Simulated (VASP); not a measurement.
Runs of VASP 6.6.1 on ScF3. It takes space group Pm-3m (No. 221, cubic). The conventional cell has a = 4.012 Å, b = 4.012 Å, c = 4.012 Å, α = 90.00°, β = 90.00°, γ = 90.00°. Within 2.7 Å of Sc (site symmetry m-3m) lie 6 F at 2.01 Å. F (site symmetry 4/mmm) has 2 Sc at 2.01 Å within 2.7 Å. 

```tsv
k mesh	gap on the mesh (eV)	pressure (GPa)
5 × 5 × 5	6.25	-2.4
3 × 3 × 3	6.32	-2.3
4 × 4 × 4	(a)	-2.4
2 × 2 × 2	6.05	(b)
```

Alike in all rows: task single point; level LDA; potentials or basis VASP PAW LDA potentials, release 64 (Sc_sv, F); no spin polarisation; cell as given; cutoff (eV) 600; smearing fermi-dirac 0.15 eV.

**Question.** Fill in the values left out.

**Answer.** (a) 6.19; (b) -1.5.

Caveats: some runs use coarse meshes.

A k mesh can miss the band edges.
